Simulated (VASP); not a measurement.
Crystal: MgW.

```
Mg W
1.0
     2.84183   -3.77165    0.00000
     2.84183    3.77165    0.00000
     0.00000    0.00000    3.25049
Mg W
1 1
Direct
  0.50000 0.50000 0.00000
  0.00000 0.00000 0.00000
```

| Quantity | Value |
| --- | --- |
| Program | VASP 6.6.1 |
| Task | relaxation of cell and atoms |
| Functional | PBE |
| Potentials or basis | VASP PAW PBE potentials, release 64 (Mg, W_sv) |
| Cutoff | 600 eV |
| k mesh | 4 × 4 × 6 |
| Occupations | gaussian, width 0.1 eV |
| Spin | no spin polarisation |

At the start: pressure -13.5 GPa; volume 34.84 Å³/atom.

Question: Where does the relaxation end?

Answer: Over 11 steps the energy falls by 1530.0 meV/atom and the volume is 19.21 Å³/atom (-44.9 %); space group P4/mmm (No. 123, to 0.05 Å).

Step by step:
```csv
step,energy change (eV),largest force (eV/Å),pressure (GPa),volume (Å³)
1,0.0000,0.0000,-13.48,69.68
2,-2.4409,0.0000,-0.82,43.60
3,-2.4411,0.0000,-1.00,43.67
4,-2.9757,0.0000,0.49,39.20
5,-3.0230,0.0000,2.60,37.98
6,-2.9923,0.0000,-3.06,39.32
7,-3.0584,0.0000,-0.34,38.54
8,-3.0585,0.0000,-0.25,38.52
9,-3.0585,0.0000,-0.18,38.51
10,-3.0598,0.0000,0.09,38.39
11,-3.0599,0.0000,0.01,38.41
```

Final structure:
```
CELL_PARAMETERS angstrom
2.73629 -2.73644 0.00000
2.73629 2.73644 0.00000
0.00000 0.00000 2.56498
ATOMIC_POSITIONS crystal
Mg 0.50000 0.50000 0.00000
W 0.00000 0.00000 0.00000
```

Caveat: the volume moved by over 15 % at a fixed basis, so the end points are rough.
